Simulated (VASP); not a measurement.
# SnO2 (P4_2/mnm) in VASP: single point with RPBE

Aim: the single point of SnO2 with RPBE.

All numbers are computed with VASP 6.6.1; they aren't measurements. Logs are shortened: lines on timing, memory, paths and dates and some standing lists are left out, and cuts for length are marked.

## 1. The cell of the first run

Symmetry: P4_2/mnm, No. 136, tetragonal system. The conventional cell has a = 4.827 Å, b = 4.827 Å, c = 3.239 Å, α = 90.00°, β = 90.00°, γ = 90.00°. Within 2.8 Å of Sn (site symmetry mmm) lie 6 O at 2.09 Å. O (site symmetry m2m) has 3 Sn at 2.09 Å and 1 O at 2.64 Å within 2.8 Å.

## 2. Single point, RPBE, non-collinear spin, zero start, spin-orbit coupling

INCAR

```
  PREC = Accurate
  ENCUT = 520
  EDIFF = 1E-7
  ISMEAR = 0
  SIGMA = 0.05
  LREAL = F
  LASPH = T
  NELM = 150
  ALGO = Normal
  ISIF = 2
  LWAVE = F
  LCHARG = T
  MAGMOM = 0 0 0 0 0 0 0 0 0 0 0 0 0 0 0 0 0 0
  LORBIT = 11
  LSORBIT = T
  GGA_COMPAT = F
  LORBMOM = T
  GGA = RP
  LVHAR = T
  NBANDS = 68
```

KPOINTS

```
Automatic mesh
0
Gamma
  6 6 10
```

POSCAR

```
SnO2
1.0
    4.8265116508      0.0000000000      0.0000000000
    0.0000000000      4.8265116508      0.0000000000
    0.0000000000      0.0000000000      3.2391527716
Sn O
2 4
Direct
    0.0000000000      0.0000000000      0.0000000000
    0.5000000000      0.5000000000      0.5000000000
    0.3065245299      0.3065245299      0.0000000000
    0.8065245299      0.1934754701      0.5000000000
    0.1934754701      0.8065245299      0.5000000000
    0.6934754701      0.6934754701      0.0000000000
```

Potentials or basis: VASP PAW PBE potentials, release 64 (Sn_d, O).

On the command line:

```
$ cat potpaw_PBE.64/Sn_d/POTCAR potpaw_PBE.64/O/POTCAR > POTCAR
$ mpirun -np 1 vasp_ncl > vasp.out
```

OUTCAR:

```text
PREC = Accurate
   ENCUT = 520
   EDIFF = 1E-7
   ISMEAR = 0
   LREAL = F
   LASPH = T
   NELM = 150
   ISIF = 2
   LORBIT = 11
   LSORBIT = T
   GGA = RP

 ion  position               nearest neighbor table
   1  0.000  0.000  0.000-   4 2.09   5 2.09   4 2.09   5 2.09   3 2.09   6 2.09
   2  0.500  0.500  0.500-   3 2.09   6 2.09   3 2.09   6 2.09   5 2.09   4 2.09
   3  0.307  0.307  0.000-   2 2.09   2 2.09   1 2.09
   4  0.807  0.193  0.500-   1 2.09   1 2.09   2 2.09
   5  0.193  0.807  0.500-   1 2.09   1 2.09   2 2.09
   6  0.693  0.693  0.000-   2 2.09   2 2.09   1 2.09

  LATTYP: Found a simple tetragonal cell.
 ALAT       =     4.8265116508
 C/A-ratio  =     0.6711167414

  Lattice vectors:

 A1 = (   4.8265116508,   0.0000000000,   0.0000000000)
 A2 = (   0.0000000000,   4.8265116508,   0.0000000000)
 A3 = (   0.0000000000,   0.0000000000,   3.2391527716)

Analysis of symmetry for initial positions (statically):
=====================================================================
 Subroutine PRICEL returns:
 Original cell was already a primitive cell.

 Routine SETGRP: Setting up the symmetry group for a
 simple tetragonal supercell.

 Subroutine GETGRP returns: Found 16 space group operations
 (whereof  8 operations were pure point group operations)
 out of a pool of 16 trial point group operations.

The static configuration has the point symmetry D_2h.
 The point group associated with its full space group is D_4h.

Analysis of symmetry for dynamics (positions and initial velocities):
=====================================================================
 Subroutine PRICEL returns:
 Original cell was already a primitive cell.

 Routine SETGRP: Setting up the symmetry group for a
 simple tetragonal supercell.

 Subroutine GETGRP returns: Found 16 space group operations
 (whereof  8 operations were pure point group operations)
 out of a pool of 16 trial point group operations.

The dynamic configuration has the point symmetry D_2h.
 The point group associated with its full space group is D_4h.

Analysis of structural, dynamic, and magnetic symmetry:
=====================================================================
 Subroutine PRICEL returns:
 Original cell was already a primitive cell.

 Routine SETGRP: Setting up the symmetry group for a
 simple tetragonal supercell.

 Subroutine GETGRP returns: Found 16 space group operations
 (whereof  8 operations were pure point group operations)
 out of a pool of 16 trial point group operations.

The overall configuration has the point symmetry D_2h.
 The point group associated with its full space group is D_4h.

 Subroutine INISYM returns: Found 16 space group operations
 (whereof  8 operations are pure point group operations),
 and found     1 'primitive' translations

----------------------------------------------------------------------------------------

                                     Primitive cell

  volume of cell :      75.4568

  direct lattice vectors                    reciprocal lattice vectors
     4.826511651  0.000000000  0.000000000     0.207188975  0.000000000  0.000000000
     0.000000000  4.826511651  0.000000000     0.000000000  0.207188975  0.000000000
     0.000000000  0.000000000  3.239152772     0.000000000  0.000000000  0.308722703

  length of vectors
     4.826511651  4.826511651  3.239152772     0.207188975  0.207188975  0.308722703

  position of ions in fractional coordinates (direct lattice)
     0.000000000  0.000000000  0.000000000
     0.500000000  0.500000000  0.500000000
     0.306524530  0.306524530  0.000000000
     0.806524530  0.193475470  0.500000000
     0.193475470  0.806524530  0.500000000
     0.693475470  0.693475470  0.000000000

  ion indices of the primitive-cell ions
   primitive index   ion index
                 1           1
                 2           2
                 3           3
                 4           4
                 5           5
                 6           6

----------------------------------------------------------------------------------------

 KPOINTS: Automatic mesh

Automatic generation of k-mesh.
 Grid dimensions read from file:
 generate k-points for:    6    6   10

 Generating k-lattice:

  Cartesian coordinates                     Fractional coordinates (reciprocal lattice)
     0.034531496  0.000000000  0.000000000     0.166666667  0.000000000  0.000000000
     0.000000000  0.034531496  0.000000000     0.000000000  0.166666667  0.000000000
     0.000000000  0.000000000  0.030872270     0.000000000  0.000000000  0.100000000

  Length of vectors
     0.034531496  0.034531496  0.030872270

  Shift w.r.t. Gamma in fractional coordinates (k-lattice)
     0.000000000  0.000000000  0.000000000

[... 82 lines left out ...]
  energy-cutoff  :      520.00
  volume of cell :       75.46
 maximum number of plane-waves:      4120
 NGX is ok and might be reduce to    36
   NGX = 17   NGY = 17   NGZ = 13

 number of electron      52.0000002 magnetization      -0.0000000     -0.0000000      0.0000000

 number of electron      52.0000002 magnetization      -0.0000000     -0.0000000     -0.0000000

 number of electron      52.0000002 magnetization       0.0000000      0.0000000      0.0000000

 number of electron      52.0000002 magnetization      -0.0000000      0.0000000      0.0000000

 Free energy of the ion-electron system (eV)
  ---------------------------------------------------
  ext. energy  EPLUGINS =         0.00000000
  ---------------------------------------------------
  free energy    TOTEN  =       -35.04382205 eV

  energy without entropy =      -35.04382205  energy(sigma->0) =      -35.04382205

 E-fermi :   5.8765     XC(G=0): -10.7203

 val. band max:        5.6757585935   @ k =   0.0000   0.0000   0.0000
 cond. band min:       6.4339774522   @ k =   0.0000   0.0000   0.0000
 fundamental gap:      0.7582188587
 Fermi energy:         5.8765258226

 k-point     1 :       0.0000    0.0000    0.0000
  band No.  band energies     occupation
      1     -15.6009      1.00000
      2     -15.6009      1.00000
      3     -15.1905      1.00000
      4     -15.1905      1.00000
      5     -15.1178      1.00000
      6     -15.1178      1.00000
[... 1597 lines left out ...]
     63      15.2484      0.00000
     64      15.2484      0.00000

 [... further k-points ...]

 [bands above 64 left out]

------------------------ aborting loop because EDIFF is reached ----------------------------------------

  FORCE on cell =-STRESS in cart. coord.  units (eV):
  Direction    XX          YY          ZZ          XY          YZ          ZX
  --------------------------------------------------------------------------------------
  -------------------------------------------------------------------------------------
  Total        2.0600258      2.0600258      2.2178640     -0.0000000      0.0000000      0.0000000
  in kB       43.7406365     43.7406365     47.0920236     -0.0000000      0.0000000      0.0000000
  external PRESSURE =      44.8577656 kB  Pullay stress =       0.0000000 kB

 VOLUME and BASIS-vectors are now :
 -----------------------------------------------------------------------------
  energy-cutoff  :      520.00
  volume of cell :       75.46
      direct lattice vectors                 reciprocal lattice vectors
     4.826511651  0.000000000  0.000000000     0.207188975  0.000000000  0.000000000
     0.000000000  4.826511651  0.000000000     0.000000000  0.207188975  0.000000000
     0.000000000  0.000000000  3.239152772     0.000000000  0.000000000  0.308722703

 POSITION                                       TOTAL-FORCE (eV/Angst)
 -----------------------------------------------------------------------------------
      0.00000      0.00000      0.00000         0.000000      0.000000      0.000000
      2.41326      2.41326      1.61958         0.000000      0.000000      0.000000
      1.47944      1.47944      0.00000        -0.025889     -0.025889      0.000000
      3.89270      0.93381      1.61958        -0.025889      0.025889     -0.000000
      0.93381      3.89270      1.61958         0.025889     -0.025889      0.000000
      3.34707      3.34707      0.00000         0.025889      0.025889      0.000000
 -----------------------------------------------------------------------------------
    total drift:                               -0.000000      0.000000      0.000000

  FREE ENERGIE OF THE ION-ELECTRON SYSTEM (eV)
  ---------------------------------------------------
  free  energy   TOTEN  =       -35.0438220530 eV

  energy  without entropy=      -35.0438220530  energy(sigma->0) =      -35.04382205

 orbital moment (x)

 # of ion     p       d       tot
 ----------------------------------------
  1         0.000   0.000   0.000
  2         0.000   0.000   0.000
  3         0.000   0.000   0.000
  4        -0.000   0.000  -0.000
  5        -0.000   0.000  -0.000
  6         0.000   0.000   0.000
 ----------------------------------------
            0.000   0.000   0.000

 orbital moment (y)

 # of ion     p       d       tot
 ----------------------------------------
  1         0.000   0.000   0.000
  2         0.000   0.000   0.000
  3         0.000   0.000   0.000
  4         0.000   0.000   0.000
  5         0.000   0.000   0.000
  6         0.000   0.000   0.000
 ----------------------------------------
            0.000   0.000   0.000

 orbital moment (z)

 # of ion     p       d       tot
 ----------------------------------------
  1         0.000   0.000   0.000
  2         0.000   0.000   0.000
  3        -0.000   0.000  -0.000
  4         0.000   0.000   0.000
  5         0.000   0.000   0.000
  6         0.000   0.000   0.000
 ----------------------------------------
            0.000   0.000   0.000

 Spin-Orbit-Coupling matrix elements

 Ion:    1  E_soc:     -0.0720153
 l=   1
     0.0000000    -0.0063741    -0.0062749
    -0.0063741     0.0000000    -0.0063741
    -0.0062749    -0.0063741     0.0000000
 l=   2
     0.0000000    -0.0011100     0.0000000    -0.0011100    -0.0045490
    -0.0011100     0.0000000    -0.0033994    -0.0011238    -0.0011463
     0.0000000    -0.0033994     0.0000000    -0.0033994     0.0000000
    -0.0011100    -0.0011238    -0.0033994     0.0000000    -0.0011463
    -0.0045490    -0.0011463     0.0000000    -0.0011463     0.0000000
 l=   3
     0.0000000     0.0000000     0.0000000     0.0000000     0.0000000     0.0000000     0.0000000
     0.0000000     0.0000000     0.0000000     0.0000000     0.0000000     0.0000000     0.0000000
     0.0000000     0.0000000     0.0000000     0.0000000     0.0000000     0.0000000     0.0000000
     0.0000000     0.0000000     0.0000000     0.0000000     0.0000000     0.0000000     0.0000000
[... 89 lines left out ...]
 l=   2
     0.0000000     0.0000000     0.0000000     0.0000000     0.0000000
     0.0000000     0.0000000     0.0000000     0.0000000     0.0000000
     0.0000000     0.0000000     0.0000000     0.0000000     0.0000000
     0.0000000     0.0000000     0.0000000     0.0000000     0.0000000
     0.0000000     0.0000000     0.0000000     0.0000000     0.0000000
 l=   3
     0.0000000     0.0000000     0.0000000     0.0000000     0.0000000     0.0000000     0.0000000
     0.0000000     0.0000000     0.0000000     0.0000000     0.0000000     0.0000000     0.0000000
     0.0000000     0.0000000     0.0000000     0.0000000     0.0000000     0.0000000     0.0000000
     0.0000000     0.0000000     0.0000000     0.0000000     0.0000000     0.0000000     0.0000000
     0.0000000     0.0000000     0.0000000     0.0000000     0.0000000     0.0000000     0.0000000
     0.0000000     0.0000000     0.0000000     0.0000000     0.0000000     0.0000000     0.0000000
     0.0000000     0.0000000     0.0000000     0.0000000     0.0000000     0.0000000     0.0000000

 total charge

# of ion       s       p       d       tot
------------------------------------------
    1        0.879   1.023  10.328  12.229
    2        0.879   1.023  10.328  12.229
    3        1.565   3.493   0.000   5.058
    4        1.565   3.493   0.000   5.058
    5        1.565   3.493   0.000   5.058
    6        1.565   3.493   0.000   5.058
--------------------------------------------------
tot          8.019  16.017  20.655  44.691

 magnetization (x)

# of ion       s       p       d       tot
------------------------------------------
    1        0.000   0.000   0.000   0.000
    2        0.000   0.000   0.000   0.000
    3        0.000   0.000   0.000   0.000
    4        0.000   0.000   0.000   0.000
    5        0.000   0.000   0.000   0.000
    6        0.000   0.000   0.000   0.000
--------------------------------------------------
tot          0.000   0.000   0.000   0.000

 magnetization (y)

# of ion       s       p       d       tot
------------------------------------------
    1        0.000   0.000   0.000   0.000
    2        0.000   0.000   0.000   0.000
    3        0.000   0.000   0.000   0.000
    4        0.000   0.000   0.000   0.000
    5        0.000   0.000   0.000   0.000
    6        0.000   0.000   0.000   0.000
--------------------------------------------------
tot          0.000   0.000   0.000   0.000

 magnetization (z)

# of ion       s       p       d       tot
------------------------------------------
    1        0.000   0.000   0.000   0.000
    2        0.000   0.000   0.000   0.000
    3        0.000   0.000   0.000   0.000
    4        0.000   0.000   0.000   0.000
    5        0.000   0.000   0.000   0.000
    6        0.000   0.000   0.000   0.000
--------------------------------------------------
tot          0.000   0.000   0.000   0.000
```

It took 16 min on 1 thread of Oxide Virtual Turin-like, shared host; peak memory 0.53 GiB.

What came out:

- Free energy: -35.0438 eV
- Pressure: 4.5 GPa
- Largest force: 0.037 eV/Å
- Net moment: 0.00 μB per cell
- Valence electrons inside the program's atomic spheres: Sn 12.23; O 5.06

Forces in eV/Å, atoms in the order of the input:
```
Sn   0.000  0.000  0.000
Sn   0.000  0.000  0.000
O   -0.026 -0.026  0.000
O   -0.026  0.026  0.000
O    0.026 -0.026  0.000
O    0.026  0.026  0.000
```

Moments on the atoms (μB; x, y, z):
```
Sn  0.00 0.00 0.00
Sn  0.00 0.00 0.00
O   0.00 0.00 0.00
O   0.00 0.00 0.00
O   0.00 0.00 0.00
O   0.00 0.00 0.00
```

Caveat: the cell stands under pressure; the PAW data sets were made with another functional, which shifts forces and pressure a little.
